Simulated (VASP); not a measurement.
A run of VASP 6.6.1 is set up as follows.

POSCAR

```
SnSe
1.0
    0.0000000000      3.0275620000      3.0275620000
    3.0275620000      0.0000000000      3.0275620000
    3.0275620000      3.0275620000      0.0000000000
Sn Se
1 1
Direct
    0.0000000000      0.0000000000      0.0000000000
    0.5000000000      0.5000000000      0.5000000000
```

File INCAR.step1:

```
SYSTEM = SnSe
PREC = Accurate ; ENCUT = 520
ISMEAR = -1 ; SIGMA = 0.02
LREAL = .FALSE. ; LASPH = .TRUE.
NELM = 100 ; NBANDS = 17
GGA = PE ; ALGO = Normal
EDIFF = 1E-4 ; LWAVE = .TRUE.
LCHARG = .FALSE.
```

Contents of INCAR.step2:

```
SYSTEM = SnSe
PREC = Accurate ; ENCUT = 520
EDIFF = 1E-6 ; ISMEAR = -1
SIGMA = 0.02 ; LREAL = .FALSE.
LASPH = .TRUE. ; NELM = 100
ALGO = Normal ; ISIF = 2
LWAVE = .FALSE. ; LCHARG = .FALSE.
METAGGA = R2SCAN ; LMIXTAU = .TRUE.
NBANDS = 17 ; ISTART = 1
```

The input KPOINTS:

```
regular mesh
0
G
  8 8 8
  0 0 0
```

Potentials or basis: VASP PAW PBE potentials, release 64 (Sn_d, Se).

Command:

```console
$ cat potpaw_PBE.64/Sn_d/POTCAR potpaw_PBE.64/Se/POTCAR > POTCAR
$ cp INCAR.step1 INCAR
$ mpirun -np 1 vasp_std > vasp.out
$ cp INCAR.step2 INCAR
$ mpirun -np 1 vasp_std > vasp.out
```

Q: Estimate the pressure.

A: -1.0 GPa.

Q: What does it give for the band gap on the k mesh?

A: 0.38 eV.

Caveat: the PAW data sets were made with another functional, which shifts forces and pressure a little; spin-orbit coupling is left out, which moves the levels of the heavy elements. A k mesh can miss the band edges.
